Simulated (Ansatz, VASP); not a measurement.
**ZnSe in VASP and in Ansatz**

Contents of INCAR:

```
SYSTEM = ZnSe
ALGO = Normal
EDIFF = 1E-7
EDIFFG = -0.005
ENCUT = 600
GGA = PE
IBRION = 2
ISIF = 3
ISMEAR = -1
LASPH = .TRUE.
LCHARG = .FALSE.
LREAL = .FALSE.
LWAVE = .FALSE.
NELM = 80
NSW = 60
PREC = Accurate
SIGMA = 0.08
```

Contents of KPOINTS:

```
k-points
0
G
  15 15 15
  0 0 0
```

POSCAR

```
ZnSe
1.0
    2.8798249876      0.0000000000      0.0000000000
    0.0000000000      2.8798249876      0.0000000000
    0.0000000000      0.0000000000      2.8798249876
Zn Se
1 1
Direct
    0.0000000000      0.0000000000      0.0000000000
    0.5000000000      0.5000000000      0.5000000000
```

Input for Ansatz:

```yaml
crystal:
  lattice:
    - [2.8798249876, 0.0, 0.0]
    - [0.0, 2.8798249876, 0.0]
    - [0.0, 0.0, 2.8798249876]
  atoms:
    - { symbol: Zn, position: [0.0, 0.0, 0.0] }
    - { symbol: Se, position: [0.5, 0.5, 0.5] }
kpoints:
  mp_grid: { grid: [15, 15, 15] }
scf:
  occupations: { method: fermi_dirac, width: 0.08 }
hamiltonian:
  xc: pbe
  pseudopotentials: { kind: paw }
output:
  forces: true
  stress: true
relax:
  f_tol: 0.005
  max_steps: 40
  cell: {}
```

Alike in both runs: task relaxation of cell and atoms; functional PBE; k mesh 15 × 15 × 15; occupations fermi-dirac, width 0.08 eV; no spin polarisation.

|  | VASP | Ansatz |
| --- | --- | --- |
| version | VASP 6.6.1 | Ansatz 0.2.0 |
| potentials or method | VASP PAW PBE potentials, release 64 (Zn, Se) | PAW with Ansatz's default frozen-core files, scalar-relativistic |
| plane-wave cutoff (eV) | 600 | 420 |
| valence electrons in the cell | 18 | 28 |

|  | VASP | Ansatz | Ansatz less VASP |
| --- | --- | --- | --- |
| relaxed volume (Å³/atom) | 18.86 | 18.85 | -0.005 |
| relaxed length of the cell vector where the two differ most in proportion (Å) | 3.354 | 3.353 | -0.0003 |

VASP's potentials hold 18 valence electrons a cell and Ansatz's 28, so a difference there can come from the potentials and not from the codes.

Noted on VASP's run: the volume moved by over 15 % at a fixed basis, so the end points are rough.
